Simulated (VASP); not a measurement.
# TiO2 (Pbcn) in VASP: settings compared, part 2 of 2

VASP 6.6.1.

### 3 Single point, PBEsol+D3(BJ)

This run uses another cell than the first one, of 9.98 Å³/atom, 0.972 times its volume.

File INCAR:

```
SYSTEM = TiO2
  PREC = Accurate
  ENCUT = 520
  EDIFF = 1E-6
  ISMEAR = -1
  SIGMA = 0.05
  LREAL = .FALSE.
  LASPH = .TRUE.
  NELM = 80
  ALGO = Normal
  ISIF = 2
  LWAVE = .FALSE.
  LCHARG = .FALSE.
  GGA = PS
  IVDW = 12
  NBANDS = 60
```

File KPOINTS:

```
regular mesh
0
G
  6 5 6
  0 0 0
```

File POSCAR:

```
TiO2
1.0
    4.5167373290      0.0000000000      0.0000000000
    0.0000000000      5.4595276689      0.0000000000
    0.0000000000      0.0000000000      4.8563166172
Ti O
4 8
Direct
    0.0000000000      0.1751106971      0.7500000000
    0.5000000000      0.3248893029      0.2500000000
    0.0000000000      0.8248893029      0.2500000000
    0.5000000000      0.6751106971      0.7500000000
    0.2708652947      0.3833522123      0.9192505631
    0.7708652947      0.1166477877      0.0807494369
    0.2291347053      0.1166477877      0.4192505631
    0.7291347053      0.3833522123      0.5807494369
    0.2708652947      0.6166477877      0.4192505631
    0.7708652947      0.8833522123      0.5807494369
    0.2291347053      0.8833522123      0.9192505631
    0.7291347053      0.6166477877      0.0807494369
```

Potentials or basis: VASP PAW PBE potentials, release 64 (Ti_sv, O).

Run with:

```
$ cat potpaw_PBE.64/Ti_sv/POTCAR potpaw_PBE.64/O/POTCAR > POTCAR
$ mpirun -np 1 vasp_std > vasp.out
```

It took 5.8 min on 1 thread of Intel Xeon Platinum 8259CL at 2.50GHz (Skylake/Cascade Lake), shared host; peak memory 0.38 GiB.

The run converged. Its results:

| Item | Value |
| --- | --- |
| Free energy | -114.9050 eV |
| Pressure | 0.8 GPa |
| Largest force | 0.030 eV/Å |
| Band gap on the k mesh | 2.68 eV, indirect (least direct gap 2.74 eV) |
| Dispersion energy per atom | -0.221 eV |

Forces on the atoms (eV/Å):
```
Ti   0.000 -0.030  0.000
Ti   0.000  0.030  0.000
Ti   0.000  0.030  0.000
Ti   0.000 -0.030  0.000
O    0.008  0.024  0.000
O    0.008 -0.024  0.000
O   -0.008 -0.024  0.000
O   -0.008  0.024  0.000
O    0.008 -0.024  0.000
O    0.008  0.024  0.000
O   -0.008  0.024  0.000
O   -0.008 -0.024  0.000
```

Stress tensor (GPa, compression positive):
```
0.78 0.00 0.00
0.00 0.69 0.00
0.00 0.00 0.84
```

Levels at points of the mesh, in eV from the valence-band top:
```csv
k point,band 44,band 45,band 46,band 47,band 48,band 49,band 50,band 51,band 52,band 53
"(0.00, 0.00, 0.00)",-0.52,-0.50,-0.41,-0.04,0.00,2.74,2.75,2.88,2.89,2.92
"(0.50, 0.00, 0.00)",-1.35,-0.49,-0.49,-0.25,-0.25,3.22,3.22,3.33,3.33,3.67
"(0.00, 0.00, 0.50)",-1.05,-0.45,-0.45,-0.30,-0.30,2.68,2.68,3.13,3.13,3.61
"(0.50, 0.00, 0.50)",-1.33,-0.49,-0.49,-0.49,-0.49,3.06,3.06,3.06,3.06,3.66
```

Caveat: the PAW data sets were made with another functional, which shifts forces and pressure a little.

### 4 Single point, BLYP+D3(BJ)

This run uses another cell than the first one, of 10.31 Å³/atom, 1.005 times its volume.

File INCAR:

```
AGGAC = 1.0 ; AGGAX = 1.0
ALDAC = 0.0 ; ALDAX = 1.0
ALGO = Normal ; EDIFF = 1E-6
ENCUT = 520 ; GGA = B5
ISIF = 2 ; ISMEAR = -1
IVDW = 12 ; LASPH = T
LCHARG = F ; LREAL = F
LWAVE = F ; NBANDS = 60
NELM = 60 ; PREC = Accurate
SIGMA = 0.05 ; VDW_A1 = 0.4298
VDW_A2 = 4.2359 ; VDW_S6 = 1.0
VDW_S8 = 2.6996
```

File KPOINTS:

```
k-points
0
Gamma
  6 5 6
```

File POSCAR:

```
TiO2
1.0
    4.5475530497      0.0000000000      0.0000000000
    0.0000000000      5.5437646897      0.0000000000
    0.0000000000      0.0000000000      4.9089201913
Ti O
4 8
Direct
    0.0000000000      0.1769953544      0.7500000000
    0.5000000000      0.3230046456      0.2500000000
    0.0000000000      0.8230046456      0.2500000000
    0.5000000000      0.6769953544      0.7500000000
    0.2693277591      0.3824952773      0.9195287614
    0.7693277591      0.1175047227      0.0804712386
    0.2306722409      0.1175047227      0.4195287614
    0.7306722409      0.3824952773      0.5804712386
    0.2693277591      0.6175047227      0.4195287614
    0.7693277591      0.8824952773      0.5804712386
    0.2306722409      0.8824952773      0.9195287614
    0.7306722409      0.6175047227      0.0804712386
```

Potentials or basis: VASP PAW PBE potentials, release 64 (Ti_sv, O).

Run with:

```
$ cat potpaw_PBE.64/Ti_sv/POTCAR potpaw_PBE.64/O/POTCAR > POTCAR
$ mpirun -np 1 vasp_std > vasp.out
```

OUTCAR:

```text
EDIFF = 1E-6
   ENCUT = 520
   GGA = B5
   ISIF = 2
   ISMEAR = -1
   IVDW = 12
   LASPH = T
   LREAL = F
   NELM = 60
   PREC = Accurate
 IVDW          = 12

 ion  position               nearest neighbor table
   1  0.000  0.177  0.750-   5 1.87   8 1.87   7 1.96   6 1.96  10 2.11  11 2.11
   2  0.500  0.323  0.250-   6 1.87   7 1.87   5 1.96   8 1.96   9 2.11  12 2.11
   3  0.000  0.823  0.250-   9 1.87  12 1.87  11 1.96  10 1.96   6 2.11   7 2.11
[... 1750 lines left out ...]
  external pressure =       12.00 kB  Pullay stress =        0.00 kB

 VOLUME and BASIS-vectors are now :
 -----------------------------------------------------------------------------
  energy-cutoff  :      520.00
  volume of cell :      123.76
      direct lattice vectors                 reciprocal lattice vectors
     4.547553050  0.000000000  0.000000000     0.219898479  0.000000000  0.000000000
     0.000000000  5.543764690  0.000000000     0.000000000  0.180382837  0.000000000
     0.000000000  0.000000000  4.908920191     0.000000000  0.000000000  0.203710788

 POSITION                                       TOTAL-FORCE (eV/Angst)
 -----------------------------------------------------------------------------------
      0.00000      0.98122      3.68169         0.000000     -0.087106     -0.000000
      2.27378      1.79066      1.22723         0.000000      0.087106      0.000000
      0.00000      4.56254      1.22723         0.000000      0.087106      0.000000
      2.27378      3.75310      3.68169         0.000000     -0.087106     -0.000000
      1.22478      2.12046      4.51389         0.034228      0.061562      0.007184
      3.49856      0.65142      0.39503         0.034228     -0.061562     -0.007184
      1.04899      0.65142      2.05943        -0.034228     -0.061562      0.007184
      3.32277      2.12046      2.84949        -0.034228      0.061562     -0.007184
      1.22478      3.42330      2.05943         0.034228     -0.061562      0.007184
      3.49856      4.89235      2.84949         0.034228      0.061562     -0.007184
      1.04899      4.89235      4.51389        -0.034228      0.061562      0.007184
      3.32277      3.42330      0.39503        -0.034228     -0.061562     -0.007184
 -----------------------------------------------------------------------------------
    total drift:                               -0.000000     -0.000000      0.000000

  FREE ENERGIE OF THE ION-ELECTRON SYSTEM (eV)
  ---------------------------------------------------
  free  energy   TOTEN  =      -109.5157571679 eV

  energy  without entropy=     -109.5157571679  energy(sigma->0) =     -109.51575717
```

It took 6.6 min on 1 thread of Intel Xeon Platinum 8259CL at 2.50GHz (Skylake/Cascade Lake), shared host; peak memory 0.39 GiB.

Results:

| Item | Value |
| --- | --- |
| Free energy | -109.5158 eV |
| Pressure | 1.2 GPa |
| Largest force | 0.087 eV/Å |
| Band gap on the k mesh | 2.62 eV, indirect (least direct gap 2.66 eV) |
| Dispersion energy per atom | -0.549 eV |

Forces in eV/Å, atoms in the order of the input:
```
Ti   0.000 -0.087  0.000
Ti   0.000  0.087  0.000
Ti   0.000  0.087  0.000
Ti   0.000 -0.087  0.000
O    0.034  0.062  0.007
O    0.034 -0.062 -0.007
O   -0.034 -0.062  0.007
O   -0.034  0.062 -0.007
O    0.034 -0.062  0.007
O    0.034  0.062 -0.007
O   -0.034  0.062  0.007
O   -0.034 -0.062 -0.007
```

Stress tensor (GPa, compression positive):
```
1.29 0.00 0.00
0.00 1.02 0.00
0.00 0.00 1.29
```

Caveat: the PAW data sets were made with another functional, which shifts forces and pressure a little. A k mesh can miss the band edges.

### 5 The runs side by side

```csv
level,cell,gap on the mesh (eV),pressure (GPa),largest force (eV/Å)
PBE,"a = 4.545, b = 5.520, c = 4.909 Å, 12 atoms",2.60,4.8,0.09
PBEsol+D3(BJ),"a = 4.517, b = 5.460, c = 4.856 Å, 12 atoms",2.68,0.8,0.03
BLYP+D3(BJ),"a = 4.548, b = 5.544, c = 4.909 Å, 12 atoms",2.62,1.2,0.09
```

Alike in all rows: task single point; potentials or basis VASP PAW PBE potentials, release 64 (Ti_sv, O); no spin polarisation; k mesh 6 × 5 × 6; cutoff (eV) 520; smearing fermi-dirac 0.05 eV.

Caveats: the PAW data sets were made with another functional, which shifts forces and pressure a little (some runs).

Absolute energies hang on the potentials; compare differences alone.
